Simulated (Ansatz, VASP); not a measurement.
# One calculation of FeSi2, two programs

```
Fe Si
1.0
     2.70304    0.00000    0.00000
     0.00000    2.70304    0.00000
     0.00000    0.00000    5.15743
Fe Si
1 2
Direct
  0.00000 0.00000 0.00000
  0.50000 0.50000 0.27110
  0.50000 0.50000 0.72890
```

Change from the starting cell: equal strain along all axes, cell held, atoms relaxed: +1.0 %.

Alike in both runs: functional PBEsol; k mesh 16 × 16 × 8; occupations gaussian, width 0.1 eV; no spin polarisation.

Ansatz relaxed the structure, and its values are those at the end. VASP's run is a single point on that final structure, the one shown.

```csv
,VASP,Ansatz
version,VASP 6.6.1,Ansatz 0.2.0
potentials or method,"VASP PAW PBE potentials, release 64 (Fe, Si), cutoff 520 eV","scalar-relativistic, plane waves, PAW"
valence electrons in the cell,16,24
```

VASP gave:

- gap on the k mesh at the Fermi level (eV): none
- pressure (GPa): -5.2
- rms of the force components (eV/Å): 0.008

Q: Which values does Ansatz return?

A: gap on the k mesh at the Fermi level (eV): none; pressure (GPa): -5.6; rms of the force components (eV/Å): 0.000.

VASP's potentials were made for PBE, not for PBEsol. A gap of «none» marks a metal or a gap that the smearing closes. With one functional, cell and mesh, what is left measures potentials, basis and numerics. VASP's potentials hold 16 valence electrons a cell and Ansatz's 24, so a difference there can come from the potentials and not from the codes. Ansatz's warnings: stress scf threshold loose.
